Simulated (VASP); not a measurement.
# Al (Fm-3m) in VASP: a series of runs

The runs below take Al through single point, with PBE.

All numbers are computed with VASP 6.6.1; they aren't measurements. Logs are shortened: lines on timing, memory, paths and dates and some standing lists are left out, and cuts for length are marked.

## Step 1: The cell of the first run

Symmetry: Fm-3m, No. 225, cubic system. Conventional cell: a = 4.040 Å, b = 4.040 Å, c = 4.040 Å, α = 90.00°, β = 90.00°, γ = 90.00°. Within 3.8 Å of Al (site symmetry m-3m) lie 12 Al at 2.86 Å.

## Step 2: Single point, PBE

INCAR

```
PREC = Accurate
ENCUT = 520
EDIFF = 1E-6
ISMEAR = 1
SIGMA = 0.6
LREAL = F
LASPH = T
NELM = 60
ALGO = Normal
ISIF = 2
LWAVE = F
LCHARG = F
GGA = PE
NBANDS = 8
```

KPOINTS

```
regular mesh
0
Gamma
  13 13 13
```

POSCAR

```
Al
1.0
    0.0000000000      2.0199630948      2.0199630948
    2.0199630948      0.0000000000      2.0199630948
    2.0199630948      2.0199630948      0.0000000000
Al
1
Direct
    0.0000000000      0.0000000000      0.0000000000
```

Potentials or basis: VASP PAW PBE potentials, release 64 (Al).

Run with:

```console
$ cat potpaw_PBE.64/Al/POTCAR > POTCAR
$ mpirun -np 1 vasp_std > vasp.out
```

OUTCAR:

```text
PREC = Accurate
   ENCUT = 520
   EDIFF = 1E-6
   ISMEAR = 1
   LREAL = F
   LASPH = T
   NELM = 60
   ISIF = 2
   GGA = PE

 ion  position               nearest neighbor table
   1  0.000  0.000  0.000-

  LATTYP: Found a face centered cubic cell.
 ALAT       =     4.0399261896

  Lattice vectors:

 A1 = (   0.0000000000,   2.0199630948,   2.0199630948)
 A2 = (   2.0199630948,   0.0000000000,   2.0199630948)
 A3 = (   2.0199630948,   2.0199630948,   0.0000000000)

Analysis of symmetry for initial positions (statically):
=====================================================================
 Subroutine PRICEL returns:
 Original cell was already a primitive cell.

 Routine SETGRP: Setting up the symmetry group for a
 face centered cubic supercell.

 Subroutine GETGRP returns: Found 48 space group operations
 (whereof 48 operations were pure point group operations)
 out of a pool of 48 trial point group operations.

The static configuration has the point symmetry O_h .

Analysis of symmetry for dynamics (positions and initial velocities):
=====================================================================
 Subroutine PRICEL returns:
 Original cell was already a primitive cell.

 Routine SETGRP: Setting up the symmetry group for a
 face centered cubic supercell.

 Subroutine GETGRP returns: Found 48 space group operations
 (whereof 48 operations were pure point group operations)
 out of a pool of 48 trial point group operations.

The dynamic configuration has the point symmetry O_h .

 Subroutine INISYM returns: Found 48 space group operations
 (whereof 48 operations are pure point group operations),
 and found     1 'primitive' translations

----------------------------------------------------------------------------------------

                                     Primitive cell

  volume of cell :      16.4839

  direct lattice vectors                    reciprocal lattice vectors
     0.000000000  2.019963095  2.019963095    -0.247529275  0.247529275  0.247529275
     2.019963095  0.000000000  2.019963095     0.247529275 -0.247529275  0.247529275
     2.019963095  2.019963095  0.000000000     0.247529275  0.247529275 -0.247529275

  length of vectors
     2.856659204  2.856659204  2.856659204     0.428733280  0.428733280  0.428733280

  position of ions in fractional coordinates (direct lattice)
     0.000000000  0.000000000  0.000000000

  ion indices of the primitive-cell ions
   primitive index   ion index
[... 71 lines left out ...]
   ENCUT  =  520.0 eV  38.22 Ry    6.18 a.u.   5.31  5.31  5.31*2*pi/ulx,y,z
   NELM   =     60;   NELMIN=  2; NELMDL= -5     # of ELM steps
   EDIFF  = 0.1E-05   stopping-criterion for ELM
   LREAL  =      F    real-space projection
   EDIFFG = 0.1E-04   stopping-criterion for IOM
   NSW    =      0    number of steps for IOM
   IBRION =     -1    ionic relax: 0-MD 1-quasi-New 2-CG
   NFREE  =      0    steps in history (QN), initial steepest desc. (CG)
   ISIF   =      2    stress and relaxation
   ISYM   =      2    0-nonsym 1-usesym 2-fastsym
   POTIM  = 0.5000    time-step for ionic-motion
   TEBEG  =    0.0;   TEEND  =   0.0 temperature during run
   PSTRESS=    0.0 pullay stress
   NELECT =       3.0000    total number of electrons
   NUPDOWN=      -1.0000    fix difference up-down
   EMIN   =  10.00;   EMAX   =-10.00  energy-range for DOS
   EFERMI =   0.00;   METHOD = LEGACY
   ISMEAR =     1;   SIGMA  =   0.60  broadening in eV -4-tet -1-fermi 0-gaus
   EFERMI_NEDOS =   21; number of points for ismear=-14 and -15
   IALGO  =     38    algorithm
   IMIX   =      4    mixing-type and parameters
     AMIX     =   0.40;   BMIX     =  1.00
     AMIX_MAG =   1.60;   BMIX_MAG =  1.00
  volume/ion in A,a.u.               =      16.48       111.24
  Fermi-wavevector in a.u.,A,eV,Ry     =   0.927745  1.753183 11.710674  0.860710
  Thomas-Fermi vector in A             =   2.053847
   LORBIT       =      0    0 simple, 1 ext, 2 COOP (PROOUT), +10 PAW based schemes
   GGA     = PE    functional components
   LHFCALC =     F    Hartree Fock is set to
   AEXX    =    0.0000 exact exchange contribution
   IVDW    =     0    specifies the selected vdW correction
   LEPSILON=     F    determine dielectric tensor
   LRPA    =     F    only Hartree local field effects (RPA)
 non-spin polarized calculation
 Methfessel and Paxton  Order N= 1 SIGMA  =   0.60
  energy-cutoff  :      520.00
  volume of cell :       16.48
 maximum number of plane-waves:       459
 NGX is ok and might be reduce to    24
   NGX = 11   NGY = 11   NGZ = 11

 number of electron       3.0000000 magnetization

 Free energy of the ion-electron system (eV)
  ---------------------------------------------------
  ext. energy  EPLUGINS =         0.00000000
  ---------------------------------------------------
  free energy    TOTEN  =        -3.74313821 eV

  energy without entropy =       -3.73971341  energy(sigma->0) =       -3.74199661

 E-fermi :   7.9625     XC(G=0): -10.2001

 val. band max:        7.9399658035   @ k =  -0.2308   0.3846   0.1538
 cond. band min:       8.0160901930   @ k =   0.4615   0.2308   0.0000
 fundamental gap:      0.0761243896
 Fermi energy:         7.9625056410

 k-point     1 :       0.0000    0.0000    0.0000
  band No.  band energies     occupation
      1      -3.1308      2.00000
      2      20.6349      0.00000
      3      20.6349      0.00000
      4      20.6349      0.00000
      5      22.1341      0.00000
      6      22.1341      0.00000
      7      22.1341      0.00000
      8      24.4833      0.00000
[... 243 lines left out ...]
 k-point    24 :       0.4615    0.1538    0.0000
  band No.  band energies     occupation
      1       1.9294      2.00000
      2       6.5811      2.00535
      3      15.0951     -0.00000
      4      16.2273     -0.00000
      5      17.9890     -0.00000
      6      24.0176      0.00000
      7      26.0341      0.00000
      8      27.8930      0.00000

 [... further k-points ...]
[... 5 lines left out ...]
  --------------------------------------------------------------------------------------
  -------------------------------------------------------------------------------------
  Total       -0.0040145     -0.0040145     -0.0040145     -0.0000000      0.0000000      0.0000000
  in kB       -0.3901922     -0.3901922     -0.3901922     -0.0000000      0.0000000      0.0000000
  external PRESSURE =      -0.3901922 kB  Pullay stress =       0.0000000 kB

 VOLUME and BASIS-vectors are now :
 -----------------------------------------------------------------------------
  energy-cutoff  :      520.00
  volume of cell :       16.48
      direct lattice vectors                 reciprocal lattice vectors
     0.000000000  2.019963095  2.019963095    -0.247529275  0.247529275  0.247529275
     2.019963095  0.000000000  2.019963095     0.247529275 -0.247529275  0.247529275
     2.019963095  2.019963095  0.000000000     0.247529275  0.247529275 -0.247529275

 POSITION                                       TOTAL-FORCE (eV/Angst)
 -----------------------------------------------------------------------------------
      0.00000      0.00000      0.00000         0.000000      0.000000      0.000000
 -----------------------------------------------------------------------------------
    total drift:                                0.000000     -0.000000     -0.000000

  FREE ENERGIE OF THE ION-ELECTRON SYSTEM (eV)
  ---------------------------------------------------
  free  energy   TOTEN  =        -3.7431382053 eV

  energy  without entropy=       -3.7397134139  energy(sigma->0) =       -3.74199661
```

stdout:

```text
POSCAR found type information on POSCAR Al
 POSCAR found :  1 types and       1 ions
 scaLAPACK will be used
 LDA part: xc-table for (Slater+PW92), standard interpolation
 POSCAR, INCAR and KPOINTS ok, starting setup
 FFT: planning ... GRIDC
 FFT: planning ... GRID_SOFT
 FFT: planning ... GRID
 WAVECAR not read
 entering main loop
```

Wall time 10 s (1 thread of AMD EPYC 7R13 (Zen 3), shared host); peak memory 0.1 GiB.

Results:

* Free energy: -3.7431 eV
* Pressure: 0.0 GPa

Levels at points of the mesh, in eV from the Fermi level:
| k point | band 1 | band 2 | band 3 | band 4 |
| --- | --- | --- | --- | --- |
| (0.00, 0.00, 0.00) | -11.09 | 12.67 | 12.67 | 12.67 |

## Step 3: Single point, PBE

INCAR

```
PREC     = Accurate       # precision mode
ENCUT    = 520            # plane-wave cutoff, eV
EDIFF    = 1E-6           # SCF threshold, eV
ISMEAR   = 1              # smearing method
SIGMA    = 1.0            # smearing width, eV
LREAL    = False          # projectors in reciprocal space
LASPH    = True           # aspherical terms in the spheres
NELM     = 60             # most SCF steps
ALGO     = Normal         # electronic algorithm
ISIF     = 2              # what is computed and relaxed
LWAVE    = False          # write WAVECAR
LCHARG   = False          # write CHGCAR
GGA      = PE             # functional
NBANDS   = 8              # bands
```

KPOINTS

```
Automatic mesh
0
Gamma
  13 13 13
```

POSCAR is that of step 2.

Potentials or basis: VASP PAW PBE potentials, release 64 (Al).

Run with:

```console
$ cat potpaw_PBE.64/Al/POTCAR > POTCAR
$ mpirun -np 1 vasp_std > vasp.out
```

It took 11 s on 1 thread of AMD EPYC 7R13 (Zen 3), shared host; peak memory 0.1 GiB.

Results (log left out):

```yaml
Free_energy: -3.7454 eV
Pressure: 0.0 GPa
```

Levels at points of the mesh, in eV from the Fermi level:
```csv
k point,band 1,band 2,band 3,band 4
"(0.00, 0.00, 0.00)",-11.13,12.64,12.64,12.64
```

## Step 4: Single point, PBE

Edit INCAR of step 3 so:

```diff
@@ -2,5 +2,5 @@
 ENCUT    = 520            # plane-wave cutoff, eV
-EDIFF    = 1E-6           # SCF threshold, eV
+EDIFF    = 1E-7           # SCF threshold, eV
 ISMEAR   = 1              # smearing method
-SIGMA    = 1.0            # smearing width, eV
+SIGMA    = 0.1            # smearing width, eV
 LREAL    = False          # projectors in reciprocal space
```

KPOINTS

```
regular mesh
0
Gamma
  13 13 13
```

POSCAR is that of step 3.

Run with:

```console
$ cat potpaw_PBE.64/Al/POTCAR > POTCAR
$ mpirun -np 1 vasp_std > vasp.out
```

It took 12 s on 1 thread of AMD EPYC 7R13 (Zen 3), shared host; peak memory 0.1 GiB.

The run converged. Its results:

| Item | Value |
| --- | --- |
| Free energy | -3.7422 eV |
| Pressure | 0.0 GPa |

Levels at points of the mesh, in eV from the Fermi level:
| k point | band 1 | band 2 | band 3 | band 4 |
| --- | --- | --- | --- | --- |
| (0.00, 0.00, 0.00) | -11.06 | 12.70 | 12.70 | 12.70 |

## Step 5: Single point, PBE

INCAR

```
PREC     = Accurate       # precision mode
ENCUT    = 520            # plane-wave cutoff, eV
EDIFF    = 1E-6           # SCF threshold, eV
ISMEAR   = 1              # smearing method
SIGMA    = 0.2            # smearing width, eV
LREAL    = False          # projectors in reciprocal space
LASPH    = True           # aspherical terms in the spheres
NELM     = 100            # most SCF steps
ALGO     = Normal         # electronic algorithm
ISIF     = 2              # what is computed and relaxed
LWAVE    = False          # write WAVECAR
LCHARG   = False          # write CHGCAR
GGA      = PE             # functional
NBANDS   = 8              # bands
```

KPOINTS is that of step 4.

POSCAR is that of step 4.

Run with:

```console
$ cat potpaw_PBE.64/Al/POTCAR > POTCAR
$ mpirun -np 1 vasp_std > vasp.out
```

Wall time 12 s (1 thread of AMD EPYC 7R13 (Zen 3), shared host); peak memory 0.1 GiB.

It converged, with:

```yaml
Free_energy: -3.7422 eV
Pressure: -0.1 GPa
```

Levels at points of the mesh, in eV from the Fermi level:
```tsv
k point	band 1	band 2	band 3	band 4	band 5
(0.00, 0.00, 0.00)	-11.06	12.71	12.71	12.71	14.21
```

## Step 6: Single point, PBE

INCAR

```
SYSTEM = Al
  PREC = Accurate
  ENCUT = 520
  EDIFF = 1E-7
  ISMEAR = 1
  SIGMA = 0.6
  LREAL = .FALSE.
  LASPH = .TRUE.
  NELM = 100
  ALGO = Normal
  ISIF = 2
  LWAVE = .FALSE.
  LCHARG = .FALSE.
  GGA = PE
  NBANDS = 8
```

KPOINTS

```
regular mesh
0
G
  13 13 13
  0 0 0
```

POSCAR is that of step 5.

Potentials or basis: VASP PAW PBE potentials, release 64 (Al).

Run with:

```console
$ cat potpaw_PBE.64/Al/POTCAR > POTCAR
$ mpirun -np 1 vasp_std > vasp.out
```

Run time: 12 s. Hardware: 1 thread of AMD EPYC 7R13 (Zen 3), shared host; peak memory 0.1 GiB.

The run converged. Its results:

- Free energy: -3.7431 eV
- Pressure: 0.0 GPa

Levels at points of the mesh, in eV from the Fermi level:
| k point | band 1 | band 2 | band 3 | band 4 | band 5 | band 6 |
| --- | --- | --- | --- | --- | --- | --- |
| (0.00, 0.00, 0.00) | -11.09 | 12.67 | 12.67 | 12.67 | 14.17 | 14.17 |

## Step 7: Summary

```tsv
smearing	gap on the mesh (eV)	pressure (GPa)
methfessel-paxton 0.6 eV	none	0.0
methfessel-paxton 1 eV	none	0.0
methfessel-paxton 0.1 eV	none	0.0
methfessel-paxton 0.2 eV	none	-0.1
```

Alike in all rows: task single point; level PBE; potentials or basis VASP PAW PBE potentials, release 64 (Al); no spin polarisation; cell as given; k mesh 13 × 13 × 13; cutoff (eV) 520.

Every run on the cell as given and a fine mesh finds a metal.

Total energies depend on the potentials used, so only differences within one code and one set of settings carry meaning.
